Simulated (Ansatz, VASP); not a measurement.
SiC in VASP and in Ansatz

INCAR

```
PREC = Accurate
ENCUT = 520
EDIFF = 1E-7
ISMEAR = 0
SIGMA = 0.05
LREAL = F
LASPH = T
NELM = 100
ALGO = Normal
ISIF = 2
LWAVE = F
LCHARG = F
GGA = PE
NBANDS = 36
```

KPOINTS

```
regular mesh
0
Gamma
  10 10 2
```

POSCAR

```
SiC
1.0
    2.1898640950     -2.1898640950      0.0000000000
    2.1898640950      0.0000000000     -2.1898640950
   10.9493204749      7.6645243324      7.6645243324
Si C
6 6
Direct
    0.8021000000     -0.1979000000      0.3958000000
    0.2187666667      0.2187666667      0.2291333333
    0.3854333333      0.3854333333      0.5624666667
    0.5521000000      0.5521000000      0.8958000000
   -0.0312333333     -0.0312333333      0.7291333333
    0.6354333333      0.6354333333      0.0624666667
    0.4479333333      0.4479333333      0.4374666667
   -0.1354000000     -0.1354000000      0.2708000000
    0.0312666667      0.0312666667      0.6041333333
    0.1979333333      0.1979333333      0.9374666667
   -0.3854000000     -0.3854000000      0.7708000000
    0.2812666667      0.2812666667      0.1041333333
```

Input for Ansatz:

```yaml
crystal:
  lattice:
    - [2.189864095, -2.189864095, 0.0]
    - [2.189864095, 0.0, -2.189864095]
    - [10.9493204749, 7.6645243324, 7.6645243324]
  atoms:
    - { symbol: Si, position: [0.8021, -0.1979, 0.3958] }
    - { symbol: Si, position: [0.2187666667, 0.2187666667, 0.2291333333] }
    - { symbol: Si, position: [0.3854333333, 0.3854333333, 0.5624666667] }
    - { symbol: Si, position: [0.5521, 0.5521, 0.8958] }
    - { symbol: Si, position: [-0.0312333333, -0.0312333333, 0.7291333333] }
    - { symbol: Si, position: [0.6354333333, 0.6354333333, 0.0624666667] }
    - { symbol: C, position: [0.4479333333, 0.4479333333, 0.4374666667] }
    - { symbol: C, position: [-0.1354, -0.1354, 0.2708] }
    - { symbol: C, position: [0.0312666667, 0.0312666667, 0.6041333333] }
    - { symbol: C, position: [0.1979333333, 0.1979333333, 0.9374666667] }
    - { symbol: C, position: [-0.3854, -0.3854, 0.7708] }
    - { symbol: C, position: [0.2812666667, 0.2812666667, 0.1041333333] }
basis:
  ecutwfc: 420
kpoints:
  mp_grid: { grid: [10, 10, 2] }
hamiltonian:
  xc: pbe
scf:
  occupations: { method: gaussian, width: 0.05 }
output:
  forces: true
  stress: true
  eigenvalues: true
  write_density: true
  write_potential: true
  elf: true
  volumetric_format: npy
```

Alike in both runs: task single point; functional PBE; k mesh 10 × 10 × 2; occupations gaussian, width 0.05 eV; no spin polarisation.

```csv
,VASP,Ansatz
version,VASP 6.6.1,Ansatz 0.2.0
potentials or method,"VASP PAW PBE potentials, release 64 (Si, C), cutoff 520 eV","scalar-relativistic, plane waves, PAW"
valence electrons in the cell,48,48
```

VASP gave:

```
gap on the k mesh at the Fermi level (eV)                     : 1.00
least direct gap on the mesh (eV)                             : 1.80
pressure (GPa)                                                : -1.3
traceless stress, the component that is largest in VASP (GPa) : 6.01
rms of the force components (eV/Å)                            : 0.219
```

**Question.** Which values does Ansatz return?

**Answer.** gap on the k mesh at the Fermi level (eV): 1.01; least direct gap on the mesh (eV): 1.81; pressure (GPa): -1.2; traceless stress, the component that is largest in VASP (GPa): 6.01; rms of the force components (eV/Å): 0.220.

Atom by atom the forces differ by 0.003 eV/Å (rms over components).
